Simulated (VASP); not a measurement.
A run of VASP 6.6.1 is set up as follows.

INCAR

```
  PREC = Accurate
  ENCUT = 520
  EDIFF = 1E-7
  ISMEAR = 0
  SIGMA = 0.05
  LREAL = F
  LASPH = T
  NELM = 150
  ALGO = Normal
  ISIF = 2
  LWAVE = F
  LCHARG = F
  ISPIN = 2
  MAGMOM = 3 0
  LORBIT = 11
  LMAXMIX = 4
  LDAU = T
  LDAUTYPE = 2
  LDAUL = 2 -1
  LDAUU = 1 0
  LDAUJ = 0 0
  LDAUPRINT = 1
  GGA = PE
  NBANDS = 18
```

Contents of KPOINTS:

```
Automatic mesh
0
Gamma
  16 16 16
```

File POSCAR:

```
CoO
1.0
    2.6161540276      0.0000000000      0.0000000000
    0.0000000000      2.6161540276      0.0000000000
    0.0000000000      0.0000000000      2.6161540276
Co O
1 1
Direct
    0.0000000000      0.0000000000      0.0000000000
    0.5000000000      0.5000000000      0.5000000000
```

Potentials or basis: VASP PAW PBE potentials, release 64 (Co, O).

Run with:

```bash
$ cat potpaw_PBE.64/Co/POTCAR potpaw_PBE.64/O/POTCAR > POTCAR
$ mpirun -np 1 vasp_std > vasp.out
```

Predict the pressure.

5.0 GPa.

What does it give for the band gap on the k mesh?

0.24 eV (least direct gap 0.28 eV).

What does it give for the net moment?

3.00 μB per cell.

Predict the site moments.

Co +2.58; O +0.36 μB.

Eigenvalues of the final occupation matrices:
```tsv
site	spin	trace	eigenvalues
site 1 d	1	4.86	0.95 0.95 0.99 0.99 0.99
site 1 d	2	2.30	0.15 0.15 0.15 0.92 0.92
```

Caveat: the cell stands under pressure; a cell with one magnetic atom can't hold antiferromagnetic order, which such compounds often take. A k mesh can miss the band edges.
